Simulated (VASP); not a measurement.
Runs of VASP 6.6.1 on Tl. The structure is that of space group Pm-3m (No. 221), or close to it. The cells are those of the table. 

| task | cell | cutoff (eV) | k mesh for the DOS | occupations for the DOS | gap on the mesh (eV) | pressure (GPa) |
| --- | --- | --- | --- | --- | --- | --- |
| single point | a = 2.581 Å, 1 atom | 520 | - | - | none | 101.8 |
| single point | a = 3.252 Å, 1 atom | 520 | - | - | none | -0.1 |
| single point | a = 2.887 Å, 1 atom | 520 | - | - | none | 20.1 |
| relaxation of cell and atoms | relaxed from a = 3.240 Å, 1 atom | 600 | - | - | none | 0.0 |
| single point | a = 2.396 Å, 1 atom | 520 | - | - | none | (b) |
| single point | a = 2.743 Å, 1 atom | 520 | - | - | none | (a) |

Alike in all rows: level PBE; potentials or basis VASP PAW PBE potentials, release 64 (Tl_d); no spin polarisation; k mesh 12 × 12 × 12; smearing fermi-dirac 0.08 eV.

Q: Fill in the values left out.

A: (a) 44.5; (b) 253.4.

Caveats: spin-orbit coupling is left out, which moves the levels of the heavy elements.

A k mesh can miss the band edges, and the runs leave out spin-orbit coupling on Tl.

A gap of «none» marks levels without a gap at the run's occupations.
